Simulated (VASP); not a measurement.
Write the native input for VASP 6.6.1 that does the following.

```
Task                   : single point
Functional             : LDA
Potentials or basis    : VASP PAW LDA potentials, release 64 (B, N)
Cutoff                 : 600 eV
k mesh                 : 12 × 12 × 12
Occupations            : gaussian, width 0.05 eV
Spin                   : no spin polarisation
Dipole correction      : no
Further INCAR settings : ALGO = Normal; EDIFF = 1e-06; NBANDS = 11
```

The structure of BN lies in POSCAR:

```
BN
1.0
    1.1510320406      0.6645486584      3.1030996510
   -1.1510320406      0.6645486584      3.1030996510
    0.0000000000     -1.3290973169      3.1030996510
B N
1 1
Direct
    0.9996712000      0.9996712000      0.9996712000
    0.3327618000      0.3327618000      0.3327618000
```

This cell differs from its parent crystal: strain -0.080 along x and y, -0.080 along z.

The input as run:

INCAR

```
SYSTEM = BN
PREC = Accurate
ENCUT = 600
EDIFF = 1E-6
ISMEAR = 0
SIGMA = 0.05
LREAL = .False.
LASPH = .True.
NELM = 120
ALGO = Normal
ISIF = 2
LWAVE = .False.
LCHARG = .False.
NBANDS = 11
GGA_COMPAT = .False.
```

KPOINTS

```
Automatic mesh
0
Gamma
  12 12 12
  0 0 0
```

Potentials or basis: VASP PAW LDA potentials, release 64 (B, N).

Run with:

```console
$ cat potpaw_LDA.64/B/POTCAR potpaw_LDA.64/N/POTCAR > POTCAR
$ mpirun -np 1 vasp_std > vasp.out
```

Results of the run:

```yaml
Pressure: 87.1 GPa
Largest_force: 0.022 eV/Å
Band_gap_on_the_k_mesh: 4.31 eV, indirect (least direct gap 5.15 eV)
```

Caveat: the cell differs from its parent crystal (strain -0.080 along x and y, -0.080 along z).

Wall time 74 s on 1 thread of Intel(R) Xeon(R) Platinum 8375C CPU @ 2.90GHz (Ice Lake), on a shared host, peak memory 0.15 GiB.
